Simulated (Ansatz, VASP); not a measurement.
**Two plane-wave programs on LiH**

INCAR

```
PREC = Accurate
ENCUT = 520
EDIFF = 1E-6
ISMEAR = 0
SIGMA = 0.05
LREAL = F
LASPH = T
NELM = 100
ALGO = Normal
ISIF = 2
LWAVE = F
LCHARG = T
GGA = PE
LELF = T
LVHAR = T
NBANDS = 9
```

Contents of KPOINTS:

```
regular mesh
0
Gamma
  10 10 10
```

POSCAR

```
LiH
1.0
    0.0000000000      2.0325000000      1.8699000000
    2.0325000000      0.0000000000      1.8699000000
    2.0325000000      2.0325000000      0.0000000000
Li H
1 1
Direct
    0.0000000000      0.0000000000      0.0000000000
    0.5000000000      0.5000000000      0.5000000000
```

Input for Ansatz:

```yaml
crystal:
  lattice:
    - [0.0, 2.0325, 1.8699]
    - [2.0325, 0.0, 1.8699]
    - [2.0325, 2.0325, 0.0]
  atoms:
    - { symbol: Li, position: [0.0, 0.0, 0.0] }
    - { symbol: H, position: [0.5, 0.5, 0.5] }
basis:
  ecutwfc: 420
kpoints:
  mp_grid: { grid: [10, 10, 10] }
hamiltonian:
  xc: pbe
scf:
  occupations: { method: gaussian, width: 0.05 }
output:
  forces: true
  stress: true
  eigenvalues: true
```

Change from the starting cell: strain +0.000 along x and y, -0.080 along z, atoms carried along.

Alike in both runs: task single point; functional PBE; k mesh 10 × 10 × 10; occupations gaussian, width 0.05 eV; no spin polarisation.

|  | VASP | Ansatz |
| --- | --- | --- |
| version | VASP 6.6.1 | Ansatz 0.2.0 |
| potentials or method | VASP PAW PBE potentials, release 64 (Li_sv, H), cutoff 520 eV | scalar-relativistic, plane waves, PAW |
| valence electrons in the cell | 4 | 4 |

|  | VASP | Ansatz | Ansatz less VASP |
| --- | --- | --- | --- |
| gap on the k mesh at the Fermi level (eV) | 2.17 | 2.17 | +0.005 |
| least direct gap on the mesh (eV) | 2.79 | 2.79 | +0.008 |

The functional is the same, so the differences come from potentials, cutoffs and numerics.

Noted on VASP's run: the cutoff is short for stress, so the pressure is rough.
